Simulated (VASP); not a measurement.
**BaZrO3: single point with PBE**

The system is BaZrO3.

```
Ba Zr O
1.0
     4.20535    0.00000    0.00000
     0.00000    4.20535    0.00000
     0.00000    0.00000    4.20535
Ba Zr O
1 1 3
Direct
  0.00000 0.00000 0.00000
  0.50000 0.50000 0.50000
  0.00000 0.50000 0.50000
  0.50000 0.00000 0.50000
  0.50000 0.50000 0.00000
```

| Property | Result |
| --- | --- |
| Program | VASP 6.6.1 |
| Task | single point |
| Functional | PBE |
| Potentials or basis | VASP PAW PBE potentials, release 64 (Ba_sv, Zr_sv, O) |
| Cutoff | 520 eV |
| k mesh | 6 × 6 × 6 |
| Occupations | gaussian, width 0.01 eV |
| Spin | non-collinear spin, zero start, spin-orbit coupling |
| Starting moments | [[0.0, 0.0, 0.0], [0.0, 0.0, 0.0], [0.0, 0.0, 0.0], [0.0, 0.0, 0.0], [0.0, 0.0, 0.0]] μB |
| Dipole correction | no |
| Further INCAR settings | ALGO = Normal; EDIFF = 1e-07; NBANDS = 55 |

```yaml
Pressure: 3.4 GPa
Net_moment: 0.00 μB per cell
Valence_electrons_inside_the_program's_atomic_spheres: Ba 7.90; Zr 9.70; O 5.04
```

Moments on the atoms (μB; x, y, z):
```
Ba  0.00 0.00 0.00
Zr  0.00 0.00 0.00
O   0.00 0.00 0.00
O   0.00 0.00 0.00
O   0.00 0.00 0.00
```

It took 78 s on 1 thread of Intel(R) Xeon(R) 6975P-C (Granite Rapids), on a shared host, peak memory 0.38 GiB.

Caveat: the cell stands under pressure.
